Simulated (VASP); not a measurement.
# Pb in VASP: further runs, part 3 of 3

VASP 6.6.1. Earlier steps stand in the parts before.

## Step 5: Single point, PBEsol (x and y stretched by +1.5 %, z held)

The input, INCAR:

```
SYSTEM = Pb
ALGO = Normal
EDIFF = 1E-6
ENCUT = 520
GGA = PS
ISIF = 2
ISMEAR = -1
LASPH = .True.
LCHARG = .False.
LREAL = .False.
LWAVE = .False.
NBANDS = 13
NELM = 80
PREC = Accurate
SIGMA = 0.08
```

The input, KPOINTS:

```
k-points
0
Gamma
  13 13 13
  0 0 0
```

The input, POSCAR:

```
Pb
1.0
   -2.0093544602      2.0093544602      1.9796595667
    2.0093544602     -2.0093544602      1.9796595667
    2.0093544602      2.0093544602     -1.9796595667
Pb
1
Direct
    0.0000000000      0.0000000000      0.0000000000
```

Potentials or basis: VASP PAW PBE potentials, release 64 (Pb_d).

Launch:

```console
$ cat potpaw_PBE.64/Pb_d/POTCAR > POTCAR
$ mpirun -np 1 vasp_std > vasp.out
```

OUTCAR:

```text
SYSTEM = Pb
   EDIFF = 1E-6
   ENCUT = 520
   GGA = PS
   ISIF = 2
   ISMEAR = -1
   LASPH = .True.
   LREAL = .False.
   NELM = 80
   PREC = Accurate

 ion  position               nearest neighbor table
   1  0.000  0.000  0.000-

  LATTYP: Found a body centered tetragonal cell.
 ALAT       =     4.0187089204
 C/A-ratio  =     0.9852216749

  Lattice vectors:

 A1 = (  -2.0093544602,   2.0093544602,   1.9796595667)
 A2 = (   2.0093544602,  -2.0093544602,   1.9796595667)
 A3 = (   2.0093544602,   2.0093544602,  -1.9796595667)

[... 554 lines left out ...]
      6      -1.2511      2.00000
      7       3.3064      2.00000
      8       7.7166      0.00000
      9      10.7269      0.00000
     10      15.0386      0.00000
     11      17.8687      0.00000
     12      19.0276      0.00000
     13      20.0494      0.00000

 [... further k-points ...]
[... 5 lines left out ...]
  --------------------------------------------------------------------------------------
  -------------------------------------------------------------------------------------
  Total       -0.5245616     -0.5245616     -0.5967991      0.0000000      0.0000000      0.0000000
  in kB      -26.2871457    -26.2871457    -29.9071548      0.0000000      0.0000000      0.0000000
  external PRESSURE =     -27.4938154 kB  Pullay stress =       0.0000000 kB

 VOLUME and BASIS-vectors are now :
 -----------------------------------------------------------------------------
  energy-cutoff  :      520.00
  volume of cell :       31.97
      direct lattice vectors                 reciprocal lattice vectors
    -2.009354460  2.009354460  1.979659567     0.000000000  0.248836136  0.252568678
     2.009354460 -2.009354460  1.979659567     0.248836136  0.000000000  0.252568678
     2.009354460  2.009354460 -1.979659567     0.248836136  0.248836136  0.000000000

 POSITION                                       TOTAL-FORCE (eV/Angst)
 -----------------------------------------------------------------------------------
      0.00000      0.00000      0.00000        -0.000000      0.000000     -0.000000
 -----------------------------------------------------------------------------------
    total drift:                               -0.000000     -0.000000     -0.000000

  FREE ENERGIE OF THE ION-ELECTRON SYSTEM (eV)
  ---------------------------------------------------
  free  energy   TOTEN  =        -3.9506665692 eV

  energy  without entropy=       -3.9387592304  energy(sigma->0) =       -3.94471290
```

OSZICAR:

```text
N       E                     dE             d eps       ncg     rms          rms(c)
DAV:   1     0.108189779295E+03    0.10819E+03   -0.71144E+03  5159   0.124E+03
DAV:   2     0.128814845611E+01   -0.10690E+03   -0.10381E+03  5401   0.308E+02
DAV:   3    -0.384256295230E+01   -0.51307E+01   -0.51131E+01  6339   0.733E+01
DAV:   4    -0.396155535718E+01   -0.11899E+00   -0.11897E+00  6062   0.121E+01
DAV:   5    -0.396668443316E+01   -0.51291E-02   -0.51290E-02  6926   0.230E+00    0.539E-01
DAV:   6    -0.395380401029E+01    0.12880E-01   -0.17891E-02  6441   0.230E+00    0.261E-01
DAV:   7    -0.395082054689E+01    0.29835E-02   -0.72231E-03  6518   0.134E+00    0.940E-02
DAV:   8    -0.395066712642E+01    0.15342E-03   -0.42429E-04  7474   0.344E-01    0.104E-02
DAV:   9    -0.395066640598E+01    0.72043E-06   -0.10033E-05  6513   0.550E-02    0.463E-03
DAV:  10    -0.395066656915E+01   -0.16317E-06   -0.10452E-06  3983   0.168E-02
   1 F= -.39506666E+01 E0= -.39447129E+01  d E =-.119073E-01
```

stdout:

```text
POSCAR found type information on POSCAR Pb
 POSCAR found :  1 types and       1 ions
 scaLAPACK will be used
 -----------------------------------------------------------------------------
|                                                                             |
|                                                                             |
|     You enforced a specific xc type in the INCAR file but a different       |
|     I HOPE YOU KNOW WHAT YOU ARE DOING!                                     |
|                                                                             |
 -----------------------------------------------------------------------------

 LDA part: xc-table for (Slater+PW92), standard interpolation
 POSCAR, INCAR and KPOINTS ok, starting setup
 FFT: planning ... GRIDC
 FFT: planning ... GRID_SOFT
 FFT: planning ... GRID
 WAVECAR not read
 entering main loop
```

Run time: 88 s. Hardware: 1 thread of Intel Xeon 8259CL, shared host; peak memory 0.21 GiB.

What came out:

```
Free energy            : -3.9507 eV
Pressure               : -2.7 GPa
Band gap on the k mesh : zero (band 7 reaches 13.67 eV, above the bottom of band 8 at 4.71 eV)
```

Caveat: the cell differs from its parent crystal (x and y stretched by +1.5 %, z held); the PAW data sets were made with another functional, which shifts forces and pressure a little; spin-orbit coupling is left out, which moves the levels of the heavy elements.

## Step 6: Single point, PBEsol (equal xy, yz and zx shear strains of +4 %)

The input, INCAR:

```
SYSTEM = Pb
  PREC = Accurate
  ENCUT = 520
  EDIFF = 1E-6
  ISMEAR = -1
  SIGMA = 0.08
  LREAL = .False.
  LASPH = .True.
  NELM = 80
  ALGO = Normal
  ISIF = 2
  LWAVE = .False.
  LCHARG = .True.
  GGA = PS
  LELF = .True.
  LVHAR = .True.
  NBANDS = 13
```

The input, KPOINTS:

```
Automatic mesh
0
Gamma
  13 13 13
  0 0 0
```

The input, POSCAR:

```
Pb
1.0
   -1.9004731840      1.9796595667      1.9796595667
    1.9796595667     -1.9004731840      1.9796595667
    1.9796595667      1.9796595667     -1.9004731840
Pb
1
Direct
    0.0000000000      0.0000000000      0.0000000000
```

Potentials or basis: VASP PAW PBE potentials, release 64 (Pb_d).

Launch:

```console
$ cat potpaw_PBE.64/Pb_d/POTCAR > POTCAR
$ mpirun -np 1 vasp_std > vasp.out
```

Run time: 1.8 min. Hardware: 1 thread of Intel Xeon 8259CL, shared host; peak memory 0.22 GiB.

It converged, with:

```yaml
Free_energy: -3.9540 eV
Pressure: -1.5 GPa
Band_gap_on_the_k_mesh: zero (band 7 reaches 13.67 eV, above the bottom of band 8 at 4.98 eV)
```

Stress tensor (GPa, compression positive):
```
-1.46 -0.69 -0.69
-0.69 -1.46 -0.69
-0.69 -0.69 -1.46
```

Levels at points of the mesh, in eV from the Fermi level:
| k point | band 4 | band 5 | band 6 | band 7 | band 8 | band 9 | band 10 | band 11 |
| --- | --- | --- | --- | --- | --- | --- | --- | --- |
| (0.00, 0.00, 0.00) | -16.80 | -16.80 | -11.63 | 6.81 | 7.63 | 7.63 | 11.06 | 11.06 |

Caveat: the cell differs from its parent crystal (equal xy, yz and zx shear strains of +4 %); the PAW data sets were made with another functional, which shifts forces and pressure a little; spin-orbit coupling is left out, which moves the levels of the heavy elements.

## Step 7: Overview

```csv
cell,k mesh,gap on the mesh (eV),pressure (GPa)
"a = 3.429 Å, angles 109.5°, 1 atom",4 × 4 × 4,none,-2.9
"a = 3.429 Å, angles 109.5°, 1 atom",6 × 6 × 6,none,-1.9
"a = 3.429 Å, angles 109.5°, 1 atom",10 × 10 × 10,none,-1.6
"a = 3.463 Å, angles 109.1, 109.1, 110.3°, 1 atom",13 × 13 × 13,none,-2.7
"a = 3.384 Å, angles 108.4°, 1 atom",13 × 13 × 13,none,-1.5
```

Alike in all rows: task single point; level PBEsol; potentials or basis VASP PAW PBE potentials, release 64 (Pb_d); no spin polarisation; cutoff (eV) 520; smearing fermi-dirac 0.08 eV.

Caveats: some runs use coarse meshes; the PAW data sets were made with another functional, which shifts forces and pressure a little; spin-orbit coupling is left out, which moves the levels of the heavy elements.

Total energies depend on the potentials used, so only differences within one code and one set of settings carry meaning.
